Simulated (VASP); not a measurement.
Input of a VASP 6.6.1 run:

POSCAR

```
Al
1.0
    2.0113122321      2.0113122321      0.0000000000
   -2.0113122321      2.0113122321      0.0000000000
    0.0000000000      0.0000000000      3.8728989879
Al
2
Direct
    0.0000000000      0.0000000000      0.0000000000
    0.5000000000      0.5000000000      0.5000000000
```

Contents of INCAR.step1:

```
PREC = Accurate ; ENCUT = 520
ISMEAR = 0 ; SIGMA = 0.1
LREAL = F ; LASPH = T
NELM = 60 ; NBANDS = 10
GGA = PE ; ALGO = Normal
EDIFF = 1E-4 ; LWAVE = T
LCHARG = F
```

File INCAR.step2:

```
PREC = Accurate ; ENCUT = 520
EDIFF = 1E-6 ; ISMEAR = 0
SIGMA = 0.1 ; LREAL = F
LASPH = T ; NELM = 60
ALGO = Normal ; ISIF = 2
LWAVE = F ; LCHARG = F
METAGGA = R2SCAN ; LMIXTAU = T
NBANDS = 10 ; ISTART = 1
```

Contents of KPOINTS:

```
regular mesh
0
Gamma
  18 18 14
```

Potentials or basis: VASP PAW PBE potentials, release 64 (Al).

Launch:

```sh
$ cat potpaw_PBE.64/Al/POTCAR > POTCAR
$ cp INCAR.step1 INCAR
$ mpirun -np 1 vasp_std > vasp.out
$ cp INCAR.step2 INCAR
$ mpirun -np 1 vasp_std > vasp.out
```

(1) What does it give for the pressure?

(2) What does it give for the band gap on the k mesh?

Results:

(1) 1.3 GPa.

(2) zero (bands 3 and 4 overlap by 12.34 eV).

Caveat: the cell differs from its parent crystal (uniaxial strain along c: -3.0 %); the PAW data sets were made with another functional, which shifts forces and pressure a little.
